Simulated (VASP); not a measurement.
## Pb: single point with PBE

Crystal: Pb.

```
Pb
1.0
     0.00000    2.51954    2.51954
     2.51954    0.00000    2.51954
     2.51954    2.51954    0.00000
Pb
1
Cartesian
  0.0000 0.0000 0.0000
```

| Item | Value |
| --- | --- |
| Program | VASP 6.6.1 |
| Task | single point |
| Functional | PBE |
| Potentials or basis | VASP PAW PBE potentials, release 64 (Pb_d) |
| Cutoff | 520 eV |
| k mesh | 14 × 14 × 14 |
| Occupations | gaussian, width 0.1 eV |
| Spin | no spin polarisation |

```yaml
Pressure: 0.0 GPa
Band_gap_on_the_k_mesh: zero (band 7 reaches 13.70 eV, above the bottom of band 8 at 5.25 eV)
```

Levels at points of the mesh, in eV from the Fermi level:
| k point | band 5 | band 6 | band 7 | band 8 | band 9 | band 10 |
| --- | --- | --- | --- | --- | --- | --- |
| (0.00, 0.00, 0.00) | -16.93 | -11.41 | 6.99 | 6.99 | 6.99 | 9.72 |
| (0.50, 0.00, 0.00) | -16.81 | -8.09 | -3.95 | 5.28 | 5.28 | 8.99 |
| (0.50, 0.50, 0.00) | -16.78 | -6.80 | -3.07 | 1.98 | 1.98 | 5.22 |

Run time: 15 s on 1 thread of Intel(R) Xeon(R) 6975P-C (Granite Rapids), on a shared host, peak memory 0.18 GiB.

Caveat: spin-orbit coupling is left out, which moves the levels of the heavy elements.
